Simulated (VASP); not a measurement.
# SiGe (P6_3mc) in VASP: notebook, part 2 of 3

VASP 6.6.1. Earlier steps stand in the parts before.

## (4) Single point, LDA

This run uses another cell than the first one, of the same volume but with other edges.

File INCAR:

```
  PREC = Accurate
  ENCUT = 520
  EDIFF = 1E-6
  ISMEAR = 0
  SIGMA = 0.03
  LREAL = F
  LASPH = T
  NELM = 60
  ALGO = Normal
  ISIF = 2
  LWAVE = F
  LCHARG = F
  GGA = CA
  NBANDS = 26
```

File KPOINTS:

```
Automatic mesh
0
Gamma
  12 12 8
```

File POSCAR:

```
SiGe
1.0
    4.2059426616      0.0000000000      0.0000000000
   -2.1029713308      3.6424531918      0.0000000000
    0.0000000000      0.0000000000      5.5591162692
Si Ge
2 2
Direct
    0.6666666667      0.3333333333      0.8746070000
    0.3333333333      0.6666666667      0.3746070000
    0.6666666667      0.3333333333      0.5003920000
    0.3333333333      0.6666666667      0.0003920000
```

Potentials or basis: VASP PAW LDA potentials, release 64 (Si, Ge_d).

Command:

```
$ cat potpaw_LDA.64/Si/POTCAR potpaw_LDA.64/Ge_d/POTCAR > POTCAR
$ mpirun -np 1 vasp_std > vasp.out
```

OUTCAR:

```text
PREC = Accurate
   ENCUT = 520
   EDIFF = 1E-6
   ISMEAR = 0
   LREAL = F
   LASPH = T
   NELM = 60
   ISIF = 2
   GGA = CA

 ion  position               nearest neighbor table
   1  0.667  0.333  0.875-   3 2.08   4 2.53   4 2.53   4 2.53
   2  0.333  0.667  0.375-   4 2.08   3 2.53   3 2.53   3 2.53
   3  0.667  0.333  0.500-   1 2.08   2 2.53   2 2.53   2 2.53
   4  0.333  0.667  0.000-   2 2.08   1 2.53   1 2.53   1 2.53

  LATTYP: Found a hexagonal cell.
 ALAT       =     4.2059426616
 C/A-ratio  =     1.3217289717

  Lattice vectors:

 A1 = (   4.2059426616,   0.0000000000,   0.0000000000)
 A2 = (  -2.1029713308,   3.6424531918,   0.0000000000)
 A3 = (   0.0000000000,   0.0000000000,   5.5591162692)

Analysis of symmetry for initial positions (statically):
=====================================================================
 Subroutine PRICEL returns:
 Original cell was already a primitive cell.

 Routine SETGRP: Setting up the symmetry group for a
 hexagonal supercell.

 Subroutine GETGRP returns: Found 12 space group operations
 (whereof  6 operations were pure point group operations)
 out of a pool of 24 trial point group operations.

The static configuration has the point symmetry C_3v.
 The point group associated with its full space group is C_6v.

Analysis of symmetry for dynamics (positions and initial velocities):
=====================================================================
 Subroutine PRICEL returns:
 Original cell was already a primitive cell.

 Routine SETGRP: Setting up the symmetry group for a
 hexagonal supercell.

 Subroutine GETGRP returns: Found 12 space group operations
 (whereof  6 operations were pure point group operations)
 out of a pool of 24 trial point group operations.

The dynamic configuration has the point symmetry C_3v.
 The point group associated with its full space group is C_6v.

 Subroutine INISYM returns: Found 12 space group operations
 (whereof  6 operations are pure point group operations),
 and found     1 'primitive' translations

----------------------------------------------------------------------------------------

                                     Primitive cell

  volume of cell :      85.1654

  direct lattice vectors                    reciprocal lattice vectors
     4.205942662  0.000000000  0.000000000     0.237758829  0.137270124  0.000000000
    -2.102971331  3.642453192  0.000000000     0.000000000  0.274540247  0.000000000
     0.000000000  0.000000000  5.559116269     0.000000000  0.000000000  0.179884707

  length of vectors
     4.205942662  4.205942662  5.559116269     0.274540247  0.274540247  0.179884707

  position of ions in fractional coordinates (direct lattice)
     0.666666667  0.333333333  0.874607000
     0.333333333  0.666666667  0.374607000
     0.666666667  0.333333333  0.500392000
     0.333333333  0.666666667  0.000392000

  ion indices of the primitive-cell ions
   primitive index   ion index
                 1           1
                 2           2
                 3           3
                 4           4

----------------------------------------------------------------------------------------

 KPOINTS: Automatic mesh

Automatic generation of k-mesh.
 Grid dimensions read from file:
 generate k-points for:   12   12    8

 Generating k-lattice:

  Cartesian coordinates                     Fractional coordinates (reciprocal lattice)
     0.019813236  0.011439177  0.000000000     0.083333333 -0.000000000  0.000000000
     0.000000000  0.022878354  0.000000000     0.000000000  0.083333333  0.000000000
     0.000000000  0.000000000  0.022485588     0.000000000  0.000000000  0.125000000

  Length of vectors
     0.022878354  0.022878354  0.022485588

  Shift w.r.t. Gamma in fractional coordinates (k-lattice)
     0.000000000  0.000000000  0.000000000

 Subroutine IBZKPT returns following result:
 ===========================================

 Found     95 irreducible k-points:

 Following reciprocal coordinates:
            Coordinates               Weight
  0.000000  0.000000  0.000000      1.000000
  0.083333 -0.000000  0.000000      6.000000
  0.166667 -0.000000  0.000000      6.000000
  0.250000  0.000000  0.000000      6.000000
  0.333333 -0.000000  0.000000      6.000000
  0.416667 -0.000000  0.000000      6.000000
[... 16 lines left out ...]
  0.250000  0.000000  0.125000     12.000000
  0.333333 -0.000000  0.125000     12.000000
 [... further k-points ...]
   k-points           NKPTS =     95   k-points in BZ     NKDIM =     95   number of bands    NBANDS=     26
   number of dos      NEDOS =    301   number of ions     NIONS =      4
   total plane-waves  NPLWV =  43008
   dimension x,y,z NGX =    32 NGY =   32 NGZ =   42
   dimension x,y,z NGXF=    64 NGYF=   64 NGZF=   84
   ions per type =               2   2
   NGX,Y,Z   is equivalent  to a cutoff of  12.65, 12.65, 12.56 a.u.
   NGXF,Y,Z  is equivalent  to a cutoff of  25.30, 25.30, 25.12 a.u.
 SYSTEM =  unknown system
   PREC   = accura    normal or accurate (medium, high low for compatibility)
   ISTART =      0    job   : 0-new  1-cont  2-samecut
   ICHARG =      2    charge: 1-file 2-atom 10-const
   ISPIN  =      1    spin polarized calculation?
   LNONCOLLINEAR =      F non collinear calculations
   LSORBIT =      F    spin-orbit coupling
   LASPH  =      T    aspherical Exc in radial PAW
   ENCUT  =  520.0 eV  38.22 Ry    6.18 a.u.   7.82  7.82 10.34*2*pi/ulx,y,z
   NELM   =     60;   NELMIN=  2; NELMDL= -5     # of ELM steps
   EDIFF  = 0.1E-05   stopping-criterion for ELM
   LREAL  =      F    real-space projection
   EDIFFG = 0.1E-04   stopping-criterion for IOM
   NSW    =      0    number of steps for IOM
   IBRION =     -1    ionic relax: 0-MD 1-quasi-New 2-CG
   NFREE  =      0    steps in history (QN), initial steepest desc. (CG)
   ISIF   =      2    stress and relaxation
   ISYM   =      2    0-nonsym 1-usesym 2-fastsym
   POTIM  = 0.5000    time-step for ionic-motion
   TEBEG  =    0.0;   TEEND  =   0.0 temperature during run
   PSTRESS=    0.0 pullay stress
   NELECT =      36.0000    total number of electrons
   NUPDOWN=      -1.0000    fix difference up-down
   EMIN   =  10.00;   EMAX   =-10.00  energy-range for DOS
   EFERMI =   0.00;   METHOD = LEGACY
   ISMEAR =     0;   SIGMA  =   0.03  broadening in eV -4-tet -1-fermi 0-gaus
   EFERMI_NEDOS =   21; number of points for ismear=-14 and -15
   IALGO  =     38    algorithm
   IMIX   =      4    mixing-type and parameters
     AMIX     =   0.40;   BMIX     =  1.00
     AMIX_MAG =   1.60;   BMIX_MAG =  1.00
  volume/ion in A,a.u.               =      21.29       143.68
  Fermi-wavevector in a.u.,A,eV,Ry     =   1.228631  2.321775 20.538443  1.509533
  Thomas-Fermi vector in A             =   2.363549
   LORBIT       =      0    0 simple, 1 ext, 2 COOP (PROOUT), +10 PAW based schemes
   GGA     = CA    functional components
   LHFCALC =     F    Hartree Fock is set to
   AEXX    =    0.0000 exact exchange contribution
   IVDW    =     0    specifies the selected vdW correction
   LEPSILON=     F    determine dielectric tensor
   LRPA    =     F    only Hartree local field effects (RPA)
 non-spin polarized calculation
 Gauss-broadening in eV      SIGMA  =   0.03
  energy-cutoff  :      520.00
  volume of cell :       85.17
 maximum number of plane-waves:      2336
 NGX is ok and might be reduce to    32

 number of electron      35.9999994 magnetization

 Free energy of the ion-electron system (eV)
  ---------------------------------------------------
  ext. energy  EPLUGINS =         0.00000000
  ---------------------------------------------------
  free energy    TOTEN  =       -20.12303405 eV

  energy without entropy =      -20.12283504  energy(sigma->0) =      -20.12293454

 E-fermi :   5.0359     XC(G=0):  -9.9472

 val. band max:        5.0061795411   @ k =   0.3333  -0.0000   0.0000
 cond. band min:       5.0576085748   @ k =   0.1667   0.0833   0.0000
 fundamental gap:      0.0514290337
 Fermi energy:         5.0359400917

 k-point     1 :       0.0000    0.0000    0.0000
  band No.  band energies     occupation
      1     -19.3656      2.00000
      2     -19.3584      2.00000
      3     -19.3078      2.00000
      4     -19.3078      2.00000
      5     -19.3007      2.00000
      6     -19.3007      2.00000
[... 18 lines left out ...]
     25      10.8884      0.00000
     26      10.9794      0.00000
[... 644 lines left out ...]
      4     -19.3064      2.00000
      5     -19.3023      2.00000
      6     -19.2992      2.00000
[... 18 lines left out ...]
     25      11.7745      0.00000
     26      12.4519      0.00000

 [... further k-points ...]
[... 5 lines left out ...]
  --------------------------------------------------------------------------------------
  -------------------------------------------------------------------------------------
  Total       -6.8373335     -6.8373335     22.9486978      0.0000000     -0.0000000      0.0000000
  in kB     -128.6276276   -128.6276276    431.7233557      0.0000000     -0.0000000      0.0000000
  external PRESSURE =      58.1560335 kB  Pullay stress =       0.0000000 kB

 VOLUME and BASIS-vectors are now :
 -----------------------------------------------------------------------------
  energy-cutoff  :      520.00
  volume of cell :       85.17
      direct lattice vectors                 reciprocal lattice vectors
     4.205942662  0.000000000  0.000000000     0.237758829  0.137270124  0.000000000
    -2.102971331  3.642453192  0.000000000     0.000000000  0.274540247  0.000000000
     0.000000000  0.000000000  5.559116269     0.000000000  0.000000000  0.179884707

 POSITION                                       TOTAL-FORCE (eV/Angst)
 -----------------------------------------------------------------------------------
      2.10297      1.21415      4.86204         0.000000     -0.000000      4.212026
     -0.00000      2.42830      2.08248        -0.000000      0.000000      4.212026
      2.10297      1.21415      2.78174        -0.000000     -0.000000     -4.212026
     -0.00000      2.42830      0.00218         0.000000      0.000000     -4.212026
 -----------------------------------------------------------------------------------
    total drift:                                0.000000      0.000000     -0.001506

  FREE ENERGIE OF THE ION-ELECTRON SYSTEM (eV)
  ---------------------------------------------------
  free  energy   TOTEN  =       -20.1230340462 eV

  energy  without entropy=      -20.1228350382  energy(sigma->0) =      -20.12293454
```

It took 2.2 min on 1 thread of Intel Xeon Platinum 8375C at 2.90GHz (Ice Lake), shared host; peak memory 0.29 GiB.

Results:

```yaml
Free_energy: -20.1230 eV
Pressure: 5.8 GPa
Largest_force: 4.212 eV/Å
Band_gap_on_the_k_mesh: zero (band 18 reaches 5.75 eV, above the bottom of band 19 at 4.77 eV)
```

Forces in eV/Å, atoms in the order of the input:
```
Si   0.000  0.000  4.212
Si   0.000  0.000  4.212
Ge   0.000  0.000 -4.212
Ge   0.000  0.000 -4.212
```

Levels at points of the mesh, in eV from the Fermi level:
```
           k point  band 14  band 15  band 16  band 17  band 18  band 19  band 20  band 21  band 22  band 23
(0.00, 0.00, 0.00)    -2.35    -2.35    -1.33    -0.30     0.71     0.71     1.20     1.20     1.41     5.01
(0.50, 0.00, 0.00)    -4.89    -4.66    -3.57    -2.99    -0.42    -0.26     2.79     2.82     3.79     7.42
(0.00, 0.00, 0.50)    -3.71    -1.34    -1.34    -1.34    -1.34     0.58     0.58     2.87     2.87     2.87
(0.50, 0.00, 0.50)    -7.11    -2.49    -2.49    -1.41    -1.41     0.96     0.96     3.57     3.57     6.38
```

Caveat: forces of over 1 eV/Å act on the atoms, so gaps and moduli don't describe the material at rest.

## (5) Single point, LDA

This run uses another cell than the first one, of the same volume but with other edges.

File INCAR:

```
PREC = Accurate
ENCUT = 520
EDIFF = 1E-7
ISMEAR = 0
SIGMA = 0.03
LREAL = F
LASPH = T
NELM = 80
ALGO = Normal
ISIF = 2
LWAVE = F
LCHARG = F
GGA = CA
NBANDS = 26
```

KPOINTS is that of step 4.

File POSCAR:

```
SiGe
1.0
    3.5774938239      0.0000000000      0.0000000000
   -1.7887469119      3.0982005334      0.0000000000
    0.0000000000      0.0000000000      7.6837755039
Si Ge
2 2
Direct
    0.6666666667      0.3333333333      0.8746070000
    0.3333333333      0.6666666667      0.3746070000
    0.6666666667      0.3333333333      0.5003920000
    0.3333333333      0.6666666667      0.0003920000
```

Command:

```
$ cat potpaw_LDA.64/Si/POTCAR potpaw_LDA.64/Ge_d/POTCAR > POTCAR
$ mpirun -np 1 vasp_std > vasp.out
```

Run time: 3.8 min. Hardware: 1 thread of Intel Xeon Platinum 8375C at 2.90GHz (Ice Lake), shared host; peak memory 0.29 GiB.

It converged, with:

```
Free energy            : -20.4493 eV
Pressure               : 5.0 GPa
Largest force          : 0.970 eV/Å
Band gap on the k mesh : zero (band 18 reaches 5.82 eV, above the bottom of band 19 at 4.41 eV)
```

Forces in eV/Å, atoms in the order of the input:
```
Si   0.000  0.000 -0.970
Si   0.000  0.000 -0.970
Ge   0.000  0.000  0.970
Ge   0.000  0.000  0.970
```

Stress tensor (GPa, compression positive):
```
 14.88   0.00   0.00
  0.00  14.88   0.00
  0.00   0.00 -14.76
```

Levels at points of the mesh, in eV from the Fermi level:
```
           k point  band 14  band 15  band 16  band 17  band 18  band 19  band 20  band 21  band 22  band 23
(0.00, 0.00, 0.00)    -1.80    -0.90     0.17     0.17     0.72     0.72     3.52     3.88     3.88     4.40
(0.50, 0.00, 0.00)    -6.98    -3.87    -2.24    -1.93    -1.33     0.73     1.77     2.63     2.71     3.02
(0.00, 0.00, 0.50)    -5.14     0.42     0.42     0.42     0.42     3.38     3.38     4.10     4.10     4.34
(0.50, 0.00, 0.50)    -7.44    -2.65    -2.65    -1.66    -1.66     0.17     0.17     2.32     2.32     6.13
```

(Part 2 of 3 ends here.)
